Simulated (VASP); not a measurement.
Runs of VASP 6.6.1 on GaAs. The structure is that of space group F-43m (No. 216), or close to it. The cells are those of the table. 

```tsv
cell	gap on the mesh (eV)	pressure (GPa)
a = 3.930 Å, angles 60.0°, 2 atoms	0.91	7.9
a = 3.860 Å, angles 60.0°, 2 atoms	1.24	13.6
a = 4.031 Å, angles 60.0°, 2 atoms	(c)	1.7
a = 4.063 Å, angles 60.0°, 2 atoms	(a)	(d)
a = 3.895 Å, angles 60.0°, 2 atoms	1.12	10.6
a = 3.964 Å, angles 60.0°, 2 atoms	0.71	(b)
```

Alike in all rows: task single point; level PBE; potentials or basis VASP PAW PBE potentials, release 64 (Ga_d, As); no spin polarisation; k mesh 8 × 8 × 8; cutoff (eV) 520; smearing gaussian 0.01 eV.

Task: Estimate the missing entries.

Result: (a) 0.16; (b) 5.5; (c) 0.34; (d) 0.1.

A k mesh can miss the band edges, and the runs leave out spin-orbit coupling on As, Ga.
